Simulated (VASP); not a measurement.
Here is a VASP 6.6.1 calculation.

File INCAR:

```
ALGO = Normal
EDIFF = 1E-7
EDIFFG = -0.01
ENCUT = 600
GGA = LIBXC
GGA_COMPAT = False
IBRION = 2
ISIF = 3
ISMEAR = -1
LASPH = True
LCHARG = False
LIBXC1 = GGA_X_B88
LIBXC2 = GGA_C_PBE
LREAL = False
LWAVE = False
NELM = 120
NELMIN = 4
NSW = 60
PREC = Accurate
SIGMA = 0.05
```

File KPOINTS:

```
k-points
0
Gamma
  11 11 6
```

File POSCAR:

```
Os
1.0
    2.7341000000      0.0000000000      0.0000000000
   -1.3670500000      2.3678000565      0.0000000000
    0.0000000000      0.0000000000      4.3197000000
Os
2
Direct
    0.6666666667      0.3333333333      0.7500000000
    0.3333333333      0.6666666667      0.2500000000
```

Potentials or basis: VASP PAW PBE potentials, release 64 (Os).

Launch:

```sh
$ cat potpaw_PBE.64/Os/POTCAR > POTCAR
$ mpirun -np 1 vasp_std > vasp.out
```

(1) Predict the relaxed volume.

(2) Predict the band gap on the k mesh.

Answers

(1) 14.29 Å³/atom.

(2) zero (bands 8 and 9 overlap by 3.76 eV).

Caveat: the PAW data sets were made with another functional, which shifts forces and pressure a little; spin-orbit coupling is left out, which moves the levels of the heavy elements.
